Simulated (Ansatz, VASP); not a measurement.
## TaMo2Au2: VASP beside Ansatz

```
Ta Mo Au
1.0
     2.68677   -4.44389    0.00000
     2.68677    4.44389    0.00000
     0.00000    0.00000    7.48115
Ta Mo Au
1 2 2
Direct
  0.00000 0.00000 0.50000
  0.00000 0.00000 0.12854
  0.00000 0.00000 0.87146
  0.00000 0.50000 0.50000
  0.50000 0.00000 0.50000
```

Alike in both runs: functional PBE; k mesh 8 × 8 × 6; occupations gaussian, width 0.1 eV; no spin polarisation.

Ansatz relaxed the structure, and its values are those at the end. VASP's run is a single point on that final structure, the one shown.

|  | VASP | Ansatz |
| --- | --- | --- |
| version | VASP 6.6.1 | Ansatz 0.2.0 |
| potentials or method | VASP PAW PBE potentials, release 64 (Ta_pv, Mo_sv, Au), cutoff 520 eV | scalar-relativistic, plane waves, PAW |
| valence electrons in the cell | 61 | 79 |

Ansatz gave:

```
gap on the k mesh at the Fermi level (eV) : none
pressure (GPa)                            : 0.0
rms of the force components (eV/Å)        : 0.000
```

**Question.** Which values does VASP return?

**Answer.** gap on the k mesh at the Fermi level (eV): none; pressure (GPa): 0.5; rms of the force components (eV/Å): 0.360.

A gap of «none» marks a metal or a gap that the smearing closes. One of these differences is far larger than is usual between the two programs; its cause wasn't traced. VASP's potentials hold 61 valence electrons a cell and Ansatz's 79, so a difference there can come from the potentials and not from the codes.

Neither program's run includes spin-orbit coupling.
